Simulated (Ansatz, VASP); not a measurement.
One calculation of Ge, two programs

```xyz
4
Lattice="4.0227 0.0000 0.0000 -2.0113 3.4838 0.0000 0.0000 0.0000 18.8685" Properties=species:S:1:pos:R:3 pbc="T T T"
Ge    0.0000    2.3225    5.1843
Ge    2.0113    1.1613    4.5000
Ge    3.3522    0.3871   10.5685
Ge    5.3636   -0.7742    9.8843
```

Alike in both runs: task single point; functional PBE; dispersion D3(BJ); k mesh 9 × 9 × 1; occupations gaussian, width 0.1 eV; no spin polarisation.

|  | VASP | Ansatz |
| --- | --- | --- |
| version | VASP 6.6.1 | Ansatz 0.2.0 |
| potentials or method | VASP PAW PBE potentials, release 64 (Ge_d), cutoff 520 eV | scalar-relativistic, plane waves, PAW |
| valence electrons in the cell | 56 | 56 |

```tsv
	VASP	Ansatz	Ansatz less VASP
gap on the k mesh at the Fermi level (eV)	0.04	0.04	0.000
least direct gap on the mesh (eV)	0.04	0.04	0.000
rms of the force components (eV/Å)	0.037	0.037	-0.0001
```

Atom by atom the forces differ by 0.001 eV/Å (rms over components).
